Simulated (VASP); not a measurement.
# LiF (Fm-3m) in VASP: notebook

The runs below take LiF through relaxation of cell and atoms, with PBEsol.

Everything below comes from runs of VASP 6.6.1. Logs are shortened: lines on timing, memory, paths and dates and some standing lists are left out, and cuts for length are marked.

## 1. The cell of the first run

The structure is cubic, space group Fm-3m (No. 225). Conventional cell: a = 4.008 Å, b = 4.008 Å, c = 4.008 Å, α = 90.00°, β = 90.00°, γ = 90.00°. Within 2.7 Å of Li (site symmetry m-3m) lie 6 F at 2.00 Å. Within 2.7 Å of F (site symmetry m-3m) lie 6 Li at 2.00 Å.

## 2. Relaxation of cell and atoms, PBEsol, target pressure 1 GPa, at which the enthalpy is minimised

Contents of INCAR:

```
SYSTEM = LiF
PREC = Accurate
ENCUT = 600
EDIFF = 1E-7
ISMEAR = 0
SIGMA = 0.01
LREAL = .FALSE.
LASPH = .TRUE.
NELM = 100
ALGO = Normal
ISIF = 3
LWAVE = .FALSE.
LCHARG = .FALSE.
GGA = PS
IBRION = 2
NSW = 100
EDIFFG = -0.002
PSTRESS = 10.0
```

Contents of KPOINTS:

```
Automatic mesh
0
G
  10 10 10
  0 0 0
```

Contents of POSCAR:

```
LiF
1.0
    0.0000000000      2.0039662102      2.0039662102
    2.0039662102      0.0000000000      2.0039662102
    2.0039662102      2.0039662102      0.0000000000
Li F
1 1
Direct
    0.0000000000      0.0000000000      0.0000000000
    0.5000000000      0.5000000000      0.5000000000
```

Potentials or basis: VASP PAW PBE potentials, release 64 (Li_sv, F).

Run with:

```
$ cat potpaw_PBE.64/Li_sv/POTCAR potpaw_PBE.64/F/POTCAR > POTCAR
$ mpirun -np 1 vasp_std > vasp.out
```

OUTCAR:

```text
SYSTEM = LiF
   PREC = Accurate
   ENCUT = 600
   EDIFF = 1E-7
   ISMEAR = 0
   LREAL = .FALSE.
   LASPH = .TRUE.
   NELM = 100
   ISIF = 3
   GGA = PS
   IBRION = 2
   NSW = 100
   EDIFFG = -0.002
   PSTRESS = 10.0

 ion  position               nearest neighbor table
   1  0.000  0.000  0.000-   2 2.00   2 2.00   2 2.00   2 2.00   2 2.00   2 2.00
   2  0.500  0.500  0.500-   1 2.00   1 2.00   1 2.00   1 2.00   1 2.00   1 2.00

  LATTYP: Found a face centered cubic cell.
 ALAT       =     4.0079324204

  Lattice vectors:

 A1 = (   0.0000000000,   2.0039662102,   2.0039662102)
 A2 = (   2.0039662102,   0.0000000000,   2.0039662102)
 A3 = (   2.0039662102,   2.0039662102,   0.0000000000)

Analysis of symmetry for initial positions (statically):
=====================================================================
 Subroutine PRICEL returns:
 Original cell was already a primitive cell.

 Routine SETGRP: Setting up the symmetry group for a
 face centered cubic supercell.

 Subroutine GETGRP returns: Found 48 space group operations
 (whereof 48 operations were pure point group operations)
 out of a pool of 48 trial point group operations.

The static configuration has the point symmetry O_h .

Analysis of symmetry for dynamics (positions and initial velocities):
=====================================================================
 Subroutine PRICEL returns:
 Original cell was already a primitive cell.

 Routine SETGRP: Setting up the symmetry group for a
 face centered cubic supercell.

 Subroutine GETGRP returns: Found 48 space group operations
 (whereof 48 operations were pure point group operations)
 out of a pool of 48 trial point group operations.

The dynamic configuration has the point symmetry O_h .

 Subroutine INISYM returns: Found 48 space group operations
 (whereof 48 operations are pure point group operations),
 and found     1 'primitive' translations

----------------------------------------------------------------------------------------

                                     Primitive cell

  volume of cell :      16.0954

  direct lattice vectors                    reciprocal lattice vectors
     0.000000000  2.003966210  2.003966210    -0.249505205  0.249505205  0.249505205
     2.003966210  0.000000000  2.003966210     0.249505205 -0.249505205  0.249505205
     2.003966210  2.003966210  0.000000000     0.249505205  0.249505205 -0.249505205

  length of vectors
     2.834036193  2.834036193  2.834036193     0.432155692  0.432155692  0.432155692

  position of ions in fractional coordinates (direct lattice)
     0.000000000  0.000000000  0.000000000
     0.500000000  0.500000000  0.500000000

  ion indices of the primitive-cell ions
   primitive index   ion index
                 1           1
                 2           2

----------------------------------------------------------------------------------------

 KPOINTS: Automatic mesh

Automatic generation of k-mesh.
 Grid dimensions read from file:
 generate k-points for:   10   10   10

 Generating k-lattice:

  Cartesian coordinates                     Fractional coordinates (reciprocal lattice)
    -0.024950520  0.024950520  0.024950520     0.100000000  0.000000000  0.000000000
     0.024950520 -0.024950520  0.024950520     0.000000000  0.100000000  0.000000000
     0.024950520  0.024950520 -0.024950520     0.000000000  0.000000000  0.100000000

  Length of vectors
     0.043215569  0.043215569  0.043215569

  Shift w.r.t. Gamma in fractional coordinates (k-lattice)
     0.000000000  0.000000000  0.000000000

 Subroutine IBZKPT returns following result:
 ===========================================

 Found     47 irreducible k-points:

 Following reciprocal coordinates:
            Coordinates               Weight
  0.000000  0.000000  0.000000      1.000000
  0.100000  0.000000  0.000000      8.000000
  0.200000  0.000000  0.000000      8.000000
  0.300000  0.000000  0.000000      8.000000
  0.400000  0.000000  0.000000      8.000000
  0.500000  0.000000  0.000000      4.000000
[... 16 lines left out ...]
  0.300000  0.300000  0.000000      6.000000
  0.400000  0.300000  0.000000     24.000000
 [... further k-points ...]
   k-points           NKPTS =     47   k-points in BZ     NKDIM =     47   number of bands    NBANDS=      9
   number of dos      NEDOS =    301   number of ions     NIONS =      2
   total plane-waves  NPLWV =  13824
   dimension x,y,z NGX =    24 NGY =   24 NGZ =   24
   dimension x,y,z NGXF=    48 NGYF=   48 NGZF=   48
   ions per type =               1   1
   NGX,Y,Z   is equivalent  to a cutoff of  14.08, 14.08, 14.08 a.u.
   NGXF,Y,Z  is equivalent  to a cutoff of  28.16, 28.16, 28.16 a.u.
 SYSTEM =  LiF
   PREC   = accura    normal or accurate (medium, high low for compatibility)
   ISTART =      0    job   : 0-new  1-cont  2-samecut
   ICHARG =      2    charge: 1-file 2-atom 10-const
   ISPIN  =      1    spin polarized calculation?
   LNONCOLLINEAR =      F non collinear calculations
   LSORBIT =      F    spin-orbit coupling
   LASPH  =      T    aspherical Exc in radial PAW
   ENCUT  =  600.0 eV  44.10 Ry    6.64 a.u.   5.66  5.66  5.66*2*pi/ulx,y,z
   NELM   =    100;   NELMIN=  2; NELMDL= -5     # of ELM steps
   EDIFF  = 0.1E-06   stopping-criterion for ELM
   LREAL  =      F    real-space projection
   EDIFFG = -.2E-02   stopping-criterion for IOM
   NSW    =    100    number of steps for IOM
   IBRION =      2    ionic relax: 0-MD 1-quasi-New 2-CG
   NFREE  =      1    steps in history (QN), initial steepest desc. (CG)
   ISIF   =      3    stress and relaxation
   ISYM   =      2    0-nonsym 1-usesym 2-fastsym
   POTIM  = 0.5000    time-step for ionic-motion
   TEBEG  =    0.0;   TEEND  =   0.0 temperature during run
   PSTRESS=   10.0 pullay stress
   NELECT =      10.0000    total number of electrons
   NUPDOWN=      -1.0000    fix difference up-down
   EMIN   =  10.00;   EMAX   =-10.00  energy-range for DOS
   EFERMI =   0.00;   METHOD = LEGACY
   ISMEAR =     0;   SIGMA  =   0.01  broadening in eV -4-tet -1-fermi 0-gaus
   EFERMI_NEDOS =   21; number of points for ismear=-14 and -15
   IALGO  =     38    algorithm
   IMIX   =      4    mixing-type and parameters
     AMIX     =   0.40;   BMIX     =  1.00
     AMIX_MAG =   1.60;   BMIX_MAG =  1.00
  volume/ion in A,a.u.               =       8.05        54.31
  Fermi-wavevector in a.u.,A,eV,Ry     =   1.396929  2.639814 26.550566  1.951412
  Thomas-Fermi vector in A             =   2.520235
   LORBIT       =      0    0 simple, 1 ext, 2 COOP (PROOUT), +10 PAW based schemes
   GGA     = PS    functional components
   LHFCALC =     F    Hartree Fock is set to
   AEXX    =    0.0000 exact exchange contribution
   IVDW    =     0    specifies the selected vdW correction
   LEPSILON=     F    determine dielectric tensor
   LRPA    =     F    only Hartree local field effects (RPA)
 conjugate gradient relaxation of ions
 non-spin polarized calculation
 Gauss-broadening in eV      SIGMA  =   0.01
  energy-cutoff  :      600.00
  volume of cell :       16.10
 maximum number of plane-waves:       548
   NGX = 11   NGY = 11   NGZ = 11

--------------------------------------- Ionic step        1  -------------------------------------------

 number of electron      10.0000000 magnetization

 number of electron       9.9999994 magnetization

 Free energy of the ion-electron system (eV)
  ---------------------------------------------------
  ext. energy  EPLUGINS =         0.00000000
  ---------------------------------------------------
  free energy    TOTEN  =        -9.85530300 eV

  energy without entropy =       -9.85530300  energy(sigma->0) =       -9.85530300

------------------------ aborting loop because EDIFF is reached ----------------------------------------

  FORCE on cell =-STRESS in cart. coord.  units (eV):
  Direction    XX          YY          ZZ          XY          YZ          ZX
  --------------------------------------------------------------------------------------
  -------------------------------------------------------------------------------------
  Total       -0.0548569     -0.0548569     -0.0548569      0.0000000     -0.0000000      0.0000000
  in kB       -5.4606017     -5.4606017     -5.4606017      0.0000000     -0.0000000      0.0000000
  external PRESSURE =     -15.4606017 kB  Pullay stress =      10.0000000 kB

 VOLUME and BASIS-vectors are now :
 -----------------------------------------------------------------------------
  energy-cutoff  :      600.00
  volume of cell :       16.10
      direct lattice vectors                 reciprocal lattice vectors
     0.000000000  2.003966210  2.003966210    -0.249505205  0.249505205  0.249505205
     2.003966210  0.000000000  2.003966210     0.249505205 -0.249505205  0.249505205
     2.003966210  2.003966210  0.000000000     0.249505205  0.249505205 -0.249505205
[... 84 lines left out ...]
  FREE ENERGIE OF THE ION-ELECTRON SYSTEM (eV)
  ---------------------------------------------------
  free  energy   TOTEN  =        -9.8547486204 eV

  energy  without entropy=       -9.8547486204  energy(sigma->0) =       -9.85474862

  enthalpy is  TOTEN    =        -9.7564230809 eV   P V=        0.0983255395

--------------------------------------- Ionic step        4  -------------------------------------------

 number of electron       9.9999998 magnetization

 Free energy of the ion-electron system (eV)
  ---------------------------------------------------
  ext. energy  EPLUGINS =         0.00000000
  ---------------------------------------------------
  free energy    TOTEN  =        -9.85484589 eV

  energy without entropy =       -9.85484589  energy(sigma->0) =       -9.85484589

 E-fermi :  -0.7268     XC(G=0): -10.3813

 val. band max:       -0.8932341527   @ k =   0.0000   0.0000   0.0000
 cond. band min:       8.3428881118   @ k =   0.0000   0.0000   0.0000
 fundamental gap:      9.2361222645
 Fermi energy:        -0.7268336393

 k-point     1 :       0.0000    0.0000    0.0000
  band No.  band energies     occupation
      1     -41.0229      2.00000
      2     -20.8569      2.00000
      3      -0.8932      2.00000
      4      -0.8932      2.00000
      5      -0.8932      2.00000
      6       8.3429      0.00000
      7      23.3905      0.00000
      8      23.3905      0.00000
      9      23.3907      0.00000

 k-point     2 :       0.1000    0.0000    0.0000
  band No.  band energies     occupation
      1     -41.0157      2.00000
      2     -20.8154      2.00000
      3      -1.1979      2.00000
      4      -0.9179      2.00000
      5      -0.9179      2.00000
      6       8.6353      0.00000
      7      20.5163      0.00000
      8      22.0473      0.00000
      9      22.0473      0.00000
[... 253 lines left out ...]
 k-point    24 :       0.4000    0.3000    0.0000
  band No.  band energies     occupation
      1     -40.9466      2.00000
      2     -20.2819      2.00000
      3      -3.3678      2.00000
      4      -1.8278      2.00000
      5      -1.7076      2.00000
      6      12.3510      0.00000
      7      15.8602      0.00000
      8      17.8881      0.00000
      9      19.4990      0.00000

 [... further k-points ...]
[... 5 lines left out ...]
  --------------------------------------------------------------------------------------
  -------------------------------------------------------------------------------------
  Total        0.0981917      0.0981917      0.0981917      0.0000000      0.0000000      0.0000000
  in kB        9.9768497      9.9768497      9.9768497      0.0000000      0.0000000      0.0000000
  external PRESSURE =      -0.0231503 kB  Pullay stress =      10.0000000 kB

 VOLUME and BASIS-vectors are now :
 -----------------------------------------------------------------------------
  energy-cutoff  :      600.00
  volume of cell :       15.77
      direct lattice vectors                 reciprocal lattice vectors
     0.000000000  1.990309849  1.990309849    -0.251217166  0.251217166  0.251217166
     1.990309849 -0.000000000  1.990309849     0.251217166 -0.251217166  0.251217166
     1.990309849  1.990309849 -0.000000000     0.251217166  0.251217166 -0.251217166

 POSITION                                       TOTAL-FORCE (eV/Angst)
 -----------------------------------------------------------------------------------
      0.00000      0.00000      0.00000        -0.000000      0.000000      0.000000
      1.99031      1.99031      1.99031         0.000000      0.000000     -0.000000
 -----------------------------------------------------------------------------------
    total drift:                               -0.000000     -0.000000      0.000000

  FREE ENERGIE OF THE ION-ELECTRON SYSTEM (eV)
  ---------------------------------------------------
  free  energy   TOTEN  =        -9.8548458921 eV

  energy  without entropy=       -9.8548458921  energy(sigma->0) =       -9.85484589

  enthalpy is  TOTEN    =        -9.7564263162 eV   P V=        0.0984195759

 reached required accuracy - stopping structural energy minimisation
```

Wall time 13 s (1 thread of Intel Xeon Platinum 8375C at 2.90GHz (Ice Lake), shared host); peak memory 0.13 GiB.

Results:

* Free energy: -9.8548 eV
* Relaxed volume: 7.88 Å³/atom
* Relaxed cell: a = 2.815 Å, b = 2.815 Å, c = 2.815 Å, α = 60.00°, β = 60.00°, γ = 60.00°
* Space group after relaxing (to 0.05 Å): Fm-3m (No. 225)
* Energy change on relaxing (the enthalpy is what falls): +0.2 meV/atom
* Ionic steps: 4
* Pressure after relaxing: 1.0 GPa
* Band gap on the k mesh: 9.24 eV, direct

Step by step:
| step | energy change (eV) | largest force (eV/Å) | pressure (GPa) | volume (Å³) |
| --- | --- | --- | --- | --- |
| 1 | 0.0000 | 0.0000 | -0.55 | 16.10 |
| 2 | -0.0001 | 0.0000 | 0.30 | 15.92 |
| 3 | 0.0006 | 0.0000 | 1.07 | 15.75 |
| 4 | 0.0005 | 0.0000 | 1.00 | 15.77 |

Final structure:
```yaml
crystal:
  lattice:
    - [0.00000, 1.99031, 1.99031]
    - [1.99031, 0.00000, 1.99031]
    - [1.99031, 1.99031, 0.00000]
  atoms:
    - { symbol: Li, position: [0.00000, 0.00000, 0.00000] }
    - { symbol: F, position: [0.50000, 0.50000, 0.50000] }
```

Levels at points of the mesh, in eV from the valence-band top:
| k point | band 3 | band 4 | band 5 | band 6 | band 7 | band 8 |
| --- | --- | --- | --- | --- | --- | --- |
| (0.00, 0.00, 0.00) | 0.00 | 0.00 | 0.00 | 9.24 | 24.28 | 24.28 |
| (0.50, 0.00, 0.00) | -2.67 | -0.24 | -0.24 | 10.76 | 16.97 | 19.02 |
| (0.50, 0.50, 0.00) | -3.22 | -1.07 | -1.07 | 14.96 | 16.36 | 17.76 |

Caveat: the cutoff is under 1.25 times the usual one of these potentials, so pressure, stress and relaxed cells hold a basis-set (Pulay) error; the cell is relaxed towards a set pressure, so the enthalpy falls and the energy may rise; the PAW data sets were made with another functional, which shifts forces and pressure a little. A k mesh can miss the band edges.

## 3. Relaxation of cell and atoms, PBEsol, target pressure 2 GPa, at which the enthalpy is minimised

Contents of INCAR:

```
PREC     = Accurate       # precision mode
ENCUT    = 600            # plane-wave cutoff, eV
EDIFF    = 1E-6           # SCF threshold, eV
ISMEAR   = 0              # smearing method
SIGMA    = 0.01           # smearing width, eV
LREAL    = False          # projectors in reciprocal space
LASPH    = True           # aspherical terms in the spheres
NELM     = 60             # most SCF steps
ALGO     = Normal         # electronic algorithm
ISIF     = 3              # what is computed and relaxed
LWAVE    = False          # write WAVECAR
LCHARG   = False          # write CHGCAR
GGA      = PS             # functional
IBRION   = 2              # ionic algorithm
NSW      = 100            # ionic steps
EDIFFG   = -0.002         # ionic threshold
PSTRESS  = 20.0
```

Contents of KPOINTS:

```
regular mesh
0
Gamma
  10 10 10
```

POSCAR is that of step 2.

Potentials or basis: VASP PAW PBE potentials, release 64 (Li_sv, F).

Run with:

```
$ cat potpaw_PBE.64/Li_sv/POTCAR potpaw_PBE.64/F/POTCAR > POTCAR
$ mpirun -np 1 vasp_std > vasp.out
```

Wall time 12 s (1 thread of Intel Xeon Platinum 8375C at 2.90GHz (Ice Lake), shared host); peak memory 0.13 GiB.

The run converged. Its results:

* Free energy: -9.8530 eV
* Relaxed volume: 7.79 Å³/atom
* Relaxed cell: a = 2.803 Å, b = 2.803 Å, c = 2.803 Å, α = 60.00°, β = 60.00°, γ = 60.00°
* Space group after relaxing (to 0.05 Å): Fm-3m (No. 225)
* Energy change on relaxing (the enthalpy is what falls): +1.1 meV/atom
* Ionic steps: 4
* Pressure after relaxing: 2.0 GPa
* Band gap on the k mesh: 9.35 eV, direct

Step by step:
| step | energy change (eV) | largest force (eV/Å) | pressure (GPa) | volume (Å³) |
| --- | --- | --- | --- | --- |
| 1 | 0.0000 | 0.0000 | -0.48 | 16.10 |
| 2 | 0.0002 | 0.0000 | 0.82 | 15.81 |
| 3 | 0.0019 | 0.0000 | 1.81 | 15.61 |
| 4 | 0.0023 | 0.0000 | 1.99 | 15.57 |

Final structure:
```yaml
crystal:
  lattice:
    - [0.00000, 1.98197, 1.98197]
    - [1.98197, 0.00000, 1.98197]
    - [1.98197, 1.98197, 0.00000]
  atoms:
    - { symbol: Li, position: [0.00000, 0.00000, 0.00000] }
    - { symbol: F, position: [0.50000, 0.50000, 0.50000] }
```

Levels at points of the mesh, in eV from the valence-band top:
```csv
k point,band 1,band 2,band 3,band 4,band 5,band 6,band 7,band 8,band 9
"(0.00, 0.00, 0.00)",-40.11,-20.00,0.00,0.00,0.00,9.35,24.45,24.45,24.45
"(0.50, 0.00, 0.00)",-40.03,-19.52,-2.71,-0.25,-0.25,10.82,17.12,19.12,19.12
"(0.50, 0.50, 0.00)",-40.01,-19.21,-3.28,-1.09,-1.09,15.08,16.42,17.92,20.64
```

Caveat: the cutoff is under 1.25 times the usual one of these potentials, so pressure, stress and relaxed cells hold a basis-set (Pulay) error; the cell is relaxed towards a set pressure, so the enthalpy falls and the energy may rise; the PAW data sets were made with another functional, which shifts forces and pressure a little.
